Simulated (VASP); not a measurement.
# CdS (Hawleyite) (F-43m) in VASP: notebook, part 2 of 2

VASP 6.6.1.

### Step 5. Single point, RPBE

This run uses another cell than the first one, of 27.39 Å³/atom, 1.104 times its volume.

Contents of INCAR:

```
PREC = Accurate
ENCUT = 520
EDIFF = 1E-6
ISMEAR = -1
SIGMA = 0.15
LREAL = False
LASPH = True
NELM = 80
ALGO = Normal
ISIF = 2
LWAVE = False
LCHARG = False
GGA = RP
NBANDS = 16
```

Contents of KPOINTS:

```
Automatic mesh
0
Gamma
  8 8 8
```

Contents of POSCAR:

```
CdS
1.0
    0.0000000000      3.0142898089      3.0142898089
    3.0142898089      0.0000000000      3.0142898089
    3.0142898089      3.0142898089      0.0000000000
Cd S
1 1
Direct
    0.0000000000      0.0000000000      0.0000000000
    0.7500000000      0.7500000000      0.7500000000
```

Potentials or basis: VASP PAW PBE potentials, release 64 (Cd, S).

The run is started by

```
> cat potpaw_PBE.64/Cd/POTCAR potpaw_PBE.64/S/POTCAR > POTCAR
> mpirun -np 1 vasp_std > vasp.out
```

OUTCAR:

```text
PREC = Accurate
   ENCUT = 520
   EDIFF = 1E-6
   ISMEAR = -1
   LREAL = False
   LASPH = True
   NELM = 80
   ISIF = 2
   GGA = RP

 ion  position               nearest neighbor table
   1  0.000  0.000  0.000-   2 2.61   2 2.61   2 2.61   2 2.61
   2  0.750  0.750  0.750-   1 2.61   1 2.61   1 2.61   1 2.61

  LATTYP: Found a face centered cubic cell.
 ALAT       =     6.0285796178

  Lattice vectors:

 A1 = (   0.0000000000,   3.0142898089,   3.0142898089)
 A2 = (   3.0142898089,   0.0000000000,   3.0142898089)
 A3 = (   3.0142898089,   3.0142898089,   0.0000000000)

Analysis of symmetry for initial positions (statically):
=====================================================================
 Subroutine PRICEL returns:
 Original cell was already a primitive cell.

 Routine SETGRP: Setting up the symmetry group for a
 face centered cubic supercell.

 Subroutine GETGRP returns: Found 24 space group operations
 (whereof 24 operations were pure point group operations)
 out of a pool of 48 trial point group operations.

The static configuration has the point symmetry T_d .

Analysis of symmetry for dynamics (positions and initial velocities):
=====================================================================
 Subroutine PRICEL returns:
 Original cell was already a primitive cell.

 Routine SETGRP: Setting up the symmetry group for a
 face centered cubic supercell.

 Subroutine GETGRP returns: Found 24 space group operations
 (whereof 24 operations were pure point group operations)
 out of a pool of 48 trial point group operations.

The dynamic configuration has the point symmetry T_d .

 Subroutine INISYM returns: Found 24 space group operations
 (whereof 24 operations are pure point group operations),
 and found     1 'primitive' translations

[... 105 lines left out ...]
   NELECT =      18.0000    total number of electrons
   NUPDOWN=      -1.0000    fix difference up-down
   EMIN   =  10.00;   EMAX   =-10.00  energy-range for DOS
   EFERMI =   0.00;   METHOD = LEGACY
   ISMEAR =    -1;   SIGMA  =   0.15  broadening in eV -4-tet -1-fermi 0-gaus
   EFERMI_NEDOS =   21; number of points for ismear=-14 and -15
   IALGO  =     38    algorithm
   IMIX   =      4    mixing-type and parameters
     AMIX     =   0.40;   BMIX     =  1.00
     AMIX_MAG =   1.60;   BMIX_MAG =  1.00
  volume/ion in A,a.u.               =      27.39       184.82
  Fermi-wavevector in a.u.,A,eV,Ry     =   1.129720  2.134860 17.364658  1.276266
  Thomas-Fermi vector in A             =   2.266414
   LORBIT       =      0    0 simple, 1 ext, 2 COOP (PROOUT), +10 PAW based schemes
   GGA     = RP    functional components
   LHFCALC =     F    Hartree Fock is set to
   AEXX    =    0.0000 exact exchange contribution
   IVDW    =     0    specifies the selected vdW correction
   LEPSILON=     F    determine dielectric tensor
   LRPA    =     F    only Hartree local field effects (RPA)
 non-spin polarized calculation
  energy-cutoff  :      520.00
  volume of cell :       54.78
 maximum number of plane-waves:      1490
   NGX = 15   NGY = 15   NGZ = 15

 number of electron      17.9999994 magnetization

 Free energy of the ion-electron system (eV)
  ---------------------------------------------------
  ext. energy  EPLUGINS =         0.00000000
  ---------------------------------------------------
  free energy    TOTEN  =        -5.52779273 eV

  energy without entropy =       -5.52698308  energy(sigma->0) =       -5.52738791

 E-fermi :   1.4527     XC(G=0):  -8.4256

 val. band max:        0.6471044164   @ k =   0.0000   0.0000   0.0000
 cond. band min:       1.7573596562   @ k =   0.0000   0.0000   0.0000
 fundamental gap:      1.1102552398
 Fermi energy:         1.4527097498

 k-point     1 :       0.0000    0.0000    0.0000
  band No.  band energies     occupation
      1     -11.1435      2.00000
      2      -6.7869      2.00000
      3      -6.7869      2.00000
      4      -6.7869      2.00000
      5      -6.4337      2.00000
      6      -6.4337      2.00000
[... 433 lines left out ...]
      3      -6.6346      2.00000
      4      -6.4478      2.00000
      5      -6.4125      2.00000
      6      -6.0442      2.00000
[... 8 lines left out ...]
     15      12.7834      0.00000
     16      13.5142      0.00000

 [... further k-points ...]
[... 5 lines left out ...]
  --------------------------------------------------------------------------------------
  -------------------------------------------------------------------------------------
  Total       -0.0876421     -0.0876421     -0.0876421      0.0000000      0.0000000      0.0000000
  in kB       -2.5635294     -2.5635294     -2.5635294      0.0000000      0.0000000      0.0000000
  external PRESSURE =      -2.5635294 kB  Pullay stress =       0.0000000 kB

 VOLUME and BASIS-vectors are now :
 -----------------------------------------------------------------------------
  energy-cutoff  :      520.00
  volume of cell :       54.78
      direct lattice vectors                 reciprocal lattice vectors
     0.000000000  3.014289809  3.014289809    -0.165876552  0.165876552  0.165876552
     3.014289809  0.000000000  3.014289809     0.165876552 -0.165876552  0.165876552
     3.014289809  3.014289809  0.000000000     0.165876552  0.165876552 -0.165876552

 POSITION                                       TOTAL-FORCE (eV/Angst)
 -----------------------------------------------------------------------------------
      0.00000      0.00000      0.00000         0.000000      0.000000      0.000000
      4.52143      4.52143      4.52143        -0.000000     -0.000000     -0.000000
 -----------------------------------------------------------------------------------
    total drift:                                0.000001      0.000001      0.000001

  FREE ENERGIE OF THE ION-ELECTRON SYSTEM (eV)
  ---------------------------------------------------
  free  energy   TOTEN  =        -5.5277927336 eV

  energy  without entropy=       -5.5269830825  energy(sigma->0) =       -5.52738791
```

Wall time 32 s (1 thread of Intel Xeon 8259CL, shared host); peak memory 0.18 GiB.

What came out:

| Property | Result |
| --- | --- |
| Free energy | -5.5278 eV |
| Pressure | -0.3 GPa |
| Band gap on the k mesh | 1.11 eV, direct |

Caveat: the PAW data sets were made with another functional, which shifts forces and pressure a little. Expect the measured gap to be larger: semilocal functionals such as RPBE lack the derivative discontinuity.

### Step 6. Overview

| level | spin | cell | cutoff (eV) | smearing | gap on the mesh (eV) | pressure (GPa) | moment (μB) |
| --- | --- | --- | --- | --- | --- | --- | --- |
| r2SCAN+D3(BJ) | collinear, ferromagnetic start | a = 4.125 Å, angles 60.0°, 2 atoms | 550 | gaussian 0.025 eV | 1.59 | 0.8 | 0.00 |
| BLYP | non-collinear, zero start, SOC | a = 4.069 Å, angles 60.0°, 2 atoms | 500 | fermi-dirac 0.1 eV | - | 9.8 | 0.00 |
| RPBE | off | a = 4.233 Å, angles 60.0°, 2 atoms | 520 | fermi-dirac 0.15 eV | 1.16 | 0.8 | - |
| RPBE | off | a = 4.263 Å, angles 60.0°, 2 atoms | 520 | fermi-dirac 0.15 eV | 1.11 | -0.3 | - |

Alike in all rows: task single point; potentials or basis VASP PAW PBE potentials, release 64 (Cd, S); k mesh 8 × 8 × 8.

Caveats: the PAW data sets were made with another functional, which shifts forces and pressure a little.

Absolute energies hang on the potentials; compare differences alone.
